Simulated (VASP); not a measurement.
# Cs4TePb4Br11 (a cell with a defect) in VASP: electric field gradients with PBE

Aim: the electric field gradients of Cs4TePb4Br11 (a cell with a defect) with PBE.

All numbers are computed with VASP 6.6.1; they aren't measurements. Logs are shortened: lines on timing, memory, paths and dates and some standing lists are left out, and cuts for length are marked.

**1. The cell of the first run**

The cell holds a defect, 20 atoms: a = 10.167 Å, b = 10.167 Å, c = 10.167 Å, α = 109.47°, β = 109.47°, γ = 109.47°.

**2. Electric field gradients, PBE, collinear spin, ferromagnetic start**

The input, INCAR:

```
ALGO = Normal
EDIFF = 1E-8
ENCUT = 520
GGA = PE
ISIF = 2
ISMEAR = -1
ISPIN = 2
LASPH = T
LCHARG = F
LEFG = T
LORBIT = 11
LREAL = Auto
LWAVE = F
MAGMOM = 0 0 0 0 0 0 0 0 1 0 0 0 0 0 0 0 0 0 0 0
NBANDS = 108
NELM = 150
PREC = Accurate
SIGMA = 0.01
```

The input, KPOINTS:

```
k-points
0
Gamma
  2 2 2
```

The input, POSCAR:

```
Cs4TePb4Br11
1.0
   -5.8700000000      5.8700000000      5.8700000000
    5.8700000000     -5.8700000000      5.8700000000
    5.8700000000      5.8700000000     -5.8700000000
Cs Pb Te Br
4 4 1 11
Direct
    0.0000000000      0.0000000000      0.0000000000
    0.5000000000      0.5000000000      0.0000000000
    0.5000000000      0.0000000000      0.5000000000
    0.0000000000      0.5000000000      0.5000000000
    0.5000000000      0.5000000000      0.5000000000
    0.0000000000      0.0000000000      0.5000000000
    0.0000000000      0.5000000000      0.0000000000
    0.5000000000      0.0000000000      0.0000000000
    0.5000000000      0.2500000000      0.2500000000
    0.0000000000      0.7500000000      0.2500000000
    0.0000000000      0.2500000000      0.7500000000
    0.5000000000      0.7500000000      0.7500000000
    0.2500000000      0.5000000000      0.2500000000
    0.7500000000      0.0000000000      0.2500000000
    0.7500000000      0.5000000000      0.7500000000
    0.2500000000      0.0000000000      0.7500000000
    0.2500000000      0.2500000000      0.5000000000
    0.7500000000      0.7500000000      0.5000000000
    0.7500000000      0.2500000000      0.0000000000
    0.2500000000      0.7500000000      0.0000000000
```

Potentials or basis: VASP PAW PBE potentials, release 64 (Cs_sv, Pb_d, Te, Br).

The run is started by

```console
$ cat potpaw_PBE.64/Cs_sv/POTCAR potpaw_PBE.64/Pb_d/POTCAR potpaw_PBE.64/Te/POTCAR potpaw_PBE.64/Br/POTCAR > POTCAR
$ mpirun -np 1 vasp_std > vasp.out
```

OUTCAR:

```text
EDIFF = 1E-8
   ENCUT = 520
   GGA = PE
   ISIF = 2
   ISMEAR = -1
   ISPIN = 2
   LASPH = T
   LORBIT = 11
   LREAL = Auto
   NELM = 150
   PREC = Accurate

 ion  position               nearest neighbor table
   1  0.000  0.000  0.000-
   2  0.500  0.500  0.000-
   3  0.500  0.000  0.500-
   4  0.000  0.500  0.500-
   5  0.500  0.500  0.500-   9 2.94  12 2.94  13 2.94  15 2.94  17 2.94  18 2.94
   6  0.000  0.000  0.500-  10 2.94  11 2.94  14 2.94  16 2.94  17 2.94  18 2.94
   7  0.000  0.500  0.000-  10 2.94  11 2.94  13 2.94  15 2.94  19 2.94  20 2.94
   8  0.500  0.000  0.000-   9 2.94  12 2.94  14 2.94  16 2.94  19 2.94  20 2.94
   9  0.500  0.250  0.250-   5 2.94   8 2.94
  10  0.000  0.750  0.250-   6 2.94   7 2.94
  11  0.000  0.250  0.750-   6 2.94   7 2.94
  12  0.500  0.750  0.750-   5 2.94   8 2.94
  13  0.250  0.500  0.250-   5 2.94   7 2.94
  14  0.750  0.000  0.250-   6 2.94   8 2.94
  15  0.750  0.500  0.750-   5 2.94   7 2.94
  16  0.250  0.000  0.750-   6 2.94   8 2.94
  17  0.250  0.250  0.500-   5 2.94   6 2.94
  18  0.750  0.750  0.500-   5 2.94   6 2.94
  19  0.750  0.250  0.000-   7 2.94   8 2.94
  20  0.250  0.750  0.000-   7 2.94   8 2.94

  LATTYP: Found a body centered cubic cell.
 ALAT       =    11.7400000000

  Lattice vectors:

 A1 = (  -5.8700000000,   5.8700000000,   5.8700000000)
 A2 = (   5.8700000000,  -5.8700000000,   5.8700000000)
 A3 = (   5.8700000000,   5.8700000000,  -5.8700000000)

Analysis of symmetry for initial positions (statically):
=====================================================================
 Subroutine PRICEL returns:
 Original cell was already a primitive cell.

 Routine SETGRP: Setting up the symmetry group for a
 body centered cubic supercell.

 Subroutine GETGRP returns: Found 16 space group operations
 (whereof  4 operations were pure point group operations)
 out of a pool of 48 trial point group operations.

The static configuration has the point symmetry C_2v.
 The point group associated with its full space group is D_4h.

Analysis of symmetry for dynamics (positions and initial velocities):
=====================================================================
 Subroutine PRICEL returns:
 Original cell was already a primitive cell.

 Routine SETGRP: Setting up the symmetry group for a
 body centered cubic supercell.

 Subroutine GETGRP returns: Found 16 space group operations
 (whereof  4 operations were pure point group operations)
 out of a pool of 48 trial point group operations.

The dynamic configuration has the point symmetry C_2v.
 The point group associated with its full space group is D_4h.

Analysis of structural, dynamic, and magnetic symmetry:
=====================================================================
 Subroutine PRICEL returns:
 Original cell was already a primitive cell.

 Routine SETGRP: Setting up the symmetry group for a
 body centered cubic supercell.

 Subroutine GETGRP returns: Found 16 space group operations
 (whereof  4 operations were pure point group operations)
 out of a pool of 48 trial point group operations.

The overall configuration has the point symmetry C_2v.
 The point group associated with its full space group is D_4h.

 Subroutine INISYM returns: Found 16 space group operations
 (whereof  4 operations are pure point group operations),
 and found     1 'primitive' translations

----------------------------------------------------------------------------------------

                                     Primitive cell

  volume of cell :     809.0480

  direct lattice vectors                    reciprocal lattice vectors
    -5.870000000  5.870000000  5.870000000     0.000000000  0.085178876  0.085178876
     5.870000000 -5.870000000  5.870000000     0.085178876  0.000000000  0.085178876
     5.870000000  5.870000000 -5.870000000     0.085178876  0.085178876  0.000000000

  length of vectors
    10.167138240 10.167138240 10.167138240     0.120461121  0.120461121  0.120461121

  position of ions in fractional coordinates (direct lattice)
[... 139 lines left out ...]
  ---------------------------------------------------
  free energy    TOTEN  =       -62.44582473 eV

  energy without entropy =      -62.44575972  energy(sigma->0) =      -62.44579222

 E-fermi :   1.1546     XC(G=0):  -7.7078

 val. band max:        1.0808937373   @ k =   0.5000   0.0000   0.0000
 cond. band min:       1.2263139668   @ k =   0.5000   0.0000   0.0000
 fundamental gap:      0.1454202295
 Fermi energy:         1.1545937072

 spin component 1

 k-point     1 :       0.0000    0.0000    0.0000
  band No.  band energies     occupation
      1     -19.9307      1.00000
      2     -19.9287      1.00000
      3     -19.9287      1.00000
      4     -19.9287      1.00000
      5     -15.6340      1.00000
      6     -15.6098      1.00000
[... 397 lines left out ...]
     98       6.0040      0.00000
     99       6.4865      0.00000
 Fermi energy:         1.1545937072

 spin component 2

 k-point     1 :       0.0000    0.0000    0.0000
  band No.  band energies     occupation
      1     -19.9307      1.00000
      2     -19.9287      1.00000
      3     -19.9287      1.00000
      4     -19.9287      1.00000
      5     -15.6340      1.00000
      6     -15.6098      1.00000
[... 397 lines left out ...]
     98       6.0040      0.00000
     99       6.4865      0.00000
 [bands above 99 left out]

------------------------ aborting loop because EDIFF is reached ----------------------------------------

  FORCE on cell =-STRESS in cart. coord.  units (eV):
  Direction    XX          YY          ZZ          XY          YZ          ZX
  --------------------------------------------------------------------------------------
  -------------------------------------------------------------------------------------
  Total        4.5121568      6.8832583      6.8832583      0.0000000     -0.0000000     -0.0000000
  in kB        8.9355332     13.6310827     13.6310827      0.0000000     -0.0000000     -0.0000000
  external PRESSURE =      12.0658996 kB  Pullay stress =       0.0000000 kB

 VOLUME and BASIS-vectors are now :
 -----------------------------------------------------------------------------
  energy-cutoff  :      520.00
  volume of cell :      809.05
      direct lattice vectors                 reciprocal lattice vectors
    -5.870000000  5.870000000  5.870000000     0.000000000  0.085178876  0.085178876
     5.870000000 -5.870000000  5.870000000     0.085178876  0.000000000  0.085178876
     5.870000000  5.870000000 -5.870000000     0.085178876  0.085178876  0.000000000

 POSITION                                       TOTAL-FORCE (eV/Angst)
 -----------------------------------------------------------------------------------
      0.00000      0.00000      0.00000        -0.000000      0.039831      0.039831
      0.00000      0.00000      5.87000        -0.000000      0.039831     -0.039831
      0.00000      5.87000      0.00000        -0.000000     -0.039831      0.039831
      5.87000      0.00000      0.00000        -0.000000     -0.039831     -0.039831
      2.93500      2.93500      2.93500        -0.113793      0.000000      0.000000
      2.93500      2.93500     -2.93500        -0.000000      0.000000      0.000000
[... 12 lines left out ...]
     -2.93500      2.93500      5.87000        -0.096156     -0.000000      0.002454
      2.93500     -2.93500      5.87000        -0.096156     -0.000000     -0.002454
 -----------------------------------------------------------------------------------
    total drift:                                0.000000      0.000000     -0.000000

  FREE ENERGIE OF THE ION-ELECTRON SYSTEM (eV)
  ---------------------------------------------------
  free  energy   TOTEN  =       -62.4458247316 eV

  energy  without entropy=      -62.4457597176  energy(sigma->0) =      -62.44579222

 Electric field gradients (V/A^2)
---------------------------------------------------------------------
 ion       V_xx      V_yy      V_zz      V_xy      V_xz      V_yz
---------------------------------------------------------------------
   1       6.635    -3.317    -3.317    -0.000    -0.000    -7.719
   2       6.635    -3.317    -3.317    -0.000    -0.000     7.718
   3       6.635    -3.317    -3.317    -0.000    -0.000     7.718
   4       6.635    -3.317    -3.317    -0.000    -0.000    -7.719
   5    -194.307    97.153    97.153    -0.000    -0.000    -0.000
   6      -7.249     3.625     3.625    -0.000    -0.000    -0.000
[... 12 lines left out ...]
  19    -108.551  -101.836   210.386     0.000    16.288     0.000
  20    -108.551  -101.836   210.386     0.000   -16.288     0.000
---------------------------------------------------------------------

 Electric field gradients after diagonalization (V/A^2)
 (convention: |V_zz| > |V_xx| > |V_yy|)
----------------------------------------------------------------------
 ion       V_xx      V_yy      V_zz     asymmetry (V_yy - V_xx)/ V_zz
----------------------------------------------------------------------
   1       6.635     4.402   -11.037       0.202
   2       6.635     4.401   -11.036       0.202
   3       6.635     4.401   -11.036       0.202
   4       6.635     4.402   -11.037       0.202
   5      97.154    97.153  -194.307       0.000
   6       3.625     3.624    -7.249       0.000
[... 12 lines left out ...]
  19    -109.380  -101.836   211.216       0.036
  20    -109.380  -101.836   211.216       0.036
----------------------------------------------------------------------

           NMR quadrupolar parameters

 Cq : quadrupolar parameter    Cq=e*Q*V_zz/h
 eta: asymmetry parameters     (V_yy - V_xx)/ V_zz
 Q  : nuclear electric quadrupole moment in mb (millibarn)
----------------------------------------------------------------------
 ion       Cq(MHz)       eta       Q (mb)
----------------------------------------------------------------------
   1      -0.027       0.202       1.000
   2      -0.027       0.202       1.000
   3      -0.027       0.202       1.000
   4      -0.027       0.202       1.000
   5      -0.470       0.000       1.000
   6      -0.018       0.000       1.000
[... 12 lines left out ...]
  19       0.511       0.036       1.000
  20       0.511       0.036       1.000
----------------------------------------------------------------------

 total charge

# of ion       s       p       d       tot
------------------------------------------
    1        1.830   4.710   0.013   6.553
    2        1.830   4.710   0.013   6.553
    3        1.830   4.710   0.013   6.553
    4        1.830   4.710   0.013   6.553
    5        1.433   0.549   9.855  11.836
    6        1.498   0.476   9.855  11.829
[... 12 lines left out ...]
   19        1.612   3.256   0.008   4.876
   20        1.612   3.256   0.008   4.876
--------------------------------------------------
tot         32.288  58.680  39.573 130.541

 magnetization (x)

# of ion       s       p       d       tot
------------------------------------------
    1        0.000   0.000  -0.000   0.000
    2        0.000   0.000  -0.000   0.000
    3        0.000   0.000  -0.000   0.000
    4        0.000   0.000  -0.000   0.000
    5        0.000   0.000   0.000   0.000
    6        0.000  -0.000   0.000   0.000
[... 12 lines left out ...]
   19        0.000  -0.000  -0.000  -0.000
   20        0.000  -0.000  -0.000  -0.000
--------------------------------------------------
tot          0.000  -0.000   0.000   0.000
```

It took 19 min on 1 thread of Intel Xeon 6975P-C (Granite Rapids), shared host; peak memory 1.6 GiB.

What came out:

```
Free energy                                           : -62.4458 eV
Pressure                                              : 1.2 GPa
Largest force                                         : 0.114 eV/Å
Net moment                                            : 0.00 μB per cell
Valence electrons inside the program's atomic spheres : Cs 6.55; Pb 11.84, 11.83; Te 3.40; Br 4.88, 4.84
```

Forces in eV/Å, atoms in the order of the input:
```
Cs   0.000  0.040  0.040
Cs   0.000  0.040 -0.040
Cs   0.000 -0.040  0.040
Cs   0.000 -0.040 -0.040
Pb  -0.114  0.000  0.000
Pb   0.000  0.000  0.000
Pb   0.000  0.000  0.000
Pb   0.114  0.000  0.000
Te   0.000  0.000  0.000
Br   0.000  0.000  0.000
Br   0.000  0.000  0.000
Br   0.000  0.000  0.000
Br   0.096 -0.002  0.000
Br  -0.096  0.002  0.000
Br   0.096  0.002  0.000
Br  -0.096 -0.002  0.000
Br   0.096  0.000 -0.002
Br   0.096  0.000  0.002
Br  -0.096  0.000  0.002
Br  -0.096  0.000 -0.002
```

Electric field gradients, principal values (V/Å²):
```csv
atom,least,middle,greatest (by size)
1 Cs,4.402,6.635,-11.037
2 Cs,4.401,6.635,-11.036
3 Cs,4.401,6.635,-11.036
4 Cs,4.402,6.635,-11.037
5 Pb,97.153,97.154,-194.307
6 Pb,3.624,3.625,-7.249
7 Pb,3.624,3.625,-7.249
8 Pb,97.153,97.154,-194.307
9 Te,-402.153,-402.154,804.307
10 Br,-98.296,-100.359,198.655
11 Br,-98.296,-100.359,198.655
12 Br,-191.905,-191.905,383.810
13 Br,-101.836,-109.380,211.216
14 Br,-101.836,-109.380,211.216
15 Br,-101.836,-109.380,211.216
16 Br,-101.836,-109.380,211.216
17 Br,-101.836,-109.380,211.216
18 Br,-101.836,-109.380,211.216
19 Br,-101.836,-109.380,211.216
20 Br,-101.836,-109.380,211.216
```

Caveat: the k points lie up to 0.38 Å⁻¹ apart; without QUAD_EFG the Cq values of the log hold for a quadrupole moment of 1 mb, not for the nuclei; spin-orbit coupling is left out, which moves the levels of the heavy elements.
